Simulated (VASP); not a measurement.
Set up this calculation in VASP 6.6.1, as the native input.

```
Task                   : single point
Functional             : PBEsol
Potentials or basis    : VASP PAW PBE potentials, release 64 (Zn, Cu)
Cutoff                 : 520 eV
k mesh                 : 9 × 9 × 9
Occupations            : fermi-dirac, width 0.05 eV
Spin                   : no spin polarisation
Dipole correction      : no
Further INCAR settings : ALGO = Normal; EDIFF = 1e-07; NBANDS = 18
```

The structure of ZnCu lies in POSCAR:

```
ZnCu
1.0
    2.9051978236      0.0000000000      0.0000000000
    0.0000000000      2.9051978236      0.0000000000
    0.0000000000      0.0000000000      2.9051978236
Zn Cu
1 1
Direct
    0.5000000000      0.5000000000      0.5000000000
    0.0000000000      0.0000000000      0.0000000000
```

This cell differs from its parent crystal: volume scaled by 0.96.

These files were run (other wordings do the same):

INCAR

```
  ALGO = Normal
  EDIFF = 1E-7
  ENCUT = 520
  GGA = PS
  ISIF = 2
  ISMEAR = -1
  LASPH = True
  LCHARG = False
  LREAL = False
  LWAVE = False
  NBANDS = 18
  NELM = 60
  PREC = Accurate
  SIGMA = 0.05
```

KPOINTS

```
k-points
0
Gamma
  9 9 9
```

Potentials or basis: VASP PAW PBE potentials, release 64 (Zn, Cu).

Run with:

```console
$ cat potpaw_PBE.64/Zn/POTCAR potpaw_PBE.64/Cu/POTCAR > POTCAR
$ mpirun -np 1 vasp_std > vasp.out
```

It gave:

| Quantity | Value |
| --- | --- |
| Pressure | 1.4 GPa |

Caveat: the PAW data sets were made with another functional, which shifts forces and pressure a little.

It took 28 s on 1 thread of AMD EPYC 7R13, with other jobs on the host, peak memory 0.11 GiB.
